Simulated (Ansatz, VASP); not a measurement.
## Zr2SeS2 in VASP and in Ansatz

```
CELL_PARAMETERS angstrom
5.03358 0.00000 0.00000
0.00000 5.03358 0.00000
0.00000 0.00000 4.63459
ATOMIC_POSITIONS crystal
Zr 0.00000 0.50000 0.00000
Zr 0.50000 0.00000 0.00000
Se 0.50000 0.50000 0.00000
S 0.50000 0.50000 0.50000
S 0.00000 0.00000 0.50000
```

Alike in both runs: functional PBE; k mesh 4 × 4 × 4; occupations gaussian, width 0.1 eV; no spin polarisation.

Ansatz relaxed the structure, and its values are those at the end. VASP's run is a single point on that final structure, the one shown.

|  | VASP | Ansatz |
| --- | --- | --- |
| version | VASP 6.6.1 | Ansatz 0.2.0 |
| potentials or method | VASP PAW PBE potentials, release 64 (Zr_sv, Se, S), cutoff 520 eV | scalar-relativistic, plane waves, PAW |
| valence electrons in the cell | 42 | 52 |

```csv
,VASP,Ansatz,Ansatz less VASP
gap on the k mesh at the Fermi level (eV),none,none,-
pressure (GPa),0.1,0.0,-0.08
```

A gap of «none» marks a metal or a gap that the smearing closes. VASP's potentials hold 42 valence electrons a cell and Ansatz's 52, so a difference there can come from the potentials and not from the codes.
